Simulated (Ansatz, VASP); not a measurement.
**LiCl in VASP and in Ansatz**

```
CELL_PARAMETERS angstrom
0.00000 2.57514 2.57514
2.57514 0.00000 2.57514
2.57514 2.57514 0.00000
ATOMIC_POSITIONS crystal
Li 0.00000 0.00000 0.00000
Cl 0.50000 0.50000 0.50000
```

Alike in both runs: task single point; functional r2SCAN; k mesh 8 × 8 × 8; occupations gaussian, width 0.02 eV; no spin polarisation.

```csv
,VASP,Ansatz
version,VASP 6.6.1,Ansatz 0.2.0
potentials or method,"VASP PAW PBE potentials, release 64 (Li_sv, Cl), cutoff 520 eV","scalar-relativistic, plane waves, PAW"
valence electrons in the cell,10,10
```

```csv
,VASP,Ansatz,Ansatz less VASP
gap on the k mesh at the Fermi level (eV),7.22,7.15,-0.066
least direct gap on the mesh (eV),7.22,7.15,-0.066
```

VASP's potentials were made for PBE, not for r2SCAN. With one functional, cell and mesh, what is left measures potentials, basis and numerics.

Noted on VASP's run: the cutoff is short for stress, so the pressure is rough.
